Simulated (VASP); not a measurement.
TaO2, 6 atoms in the cell. It takes space group P4_2/mnm (No. 136, tetragonal). The conventional cell has a = 5.149 Å, b = 5.149 Å, c = 3.079 Å, α = 90.00°, β = 90.00°, γ = 90.00°. Within 2.8 Å of Ta (site symmetry mmm) lie 6 O at 2.09 to 2.19 Å. O (site symmetry m2m) has 3 Ta at 2.09 to 2.19 Å within 2.8 Å.  This cell differs from its parent crystal: strain +0.040 along x and y, +0.080 along z.

| Quantity | Value |
| --- | --- |
| Program | VASP 6.6.1 |
| Task | single point |
| Functional | PBEsol |
| Potentials or basis | VASP PAW PBE potentials, release 64 (Ta_pv, O) |
| Cutoff | 520 eV |
| k mesh | 10 × 10 × 16 |
| Occupations | gaussian, width 0.15 eV |
| Spin | no spin polarisation |
| Dipole correction | no |
| Further INCAR settings | ALGO = Normal; EDIFF = 1e-07; NBANDS = 32 |

Potentials or basis: VASP PAW PBE potentials, release 64 (Ta_pv, O).

Run with:

```sh
$ cat potpaw_PBE.64/Ta_pv/POTCAR potpaw_PBE.64/O/POTCAR > POTCAR
$ mpirun -np 1 vasp_std > vasp.out
```

Hardware: 1 thread of AMD EPYC 7R13, on a shared host.

Question: How long does it take, and how much memory?

Answer: Run time: 15 min on 1 thread of AMD EPYC 7R13, on a shared host, peak memory 0.45 GiB. Counts: scf iterations 15, k points 189.
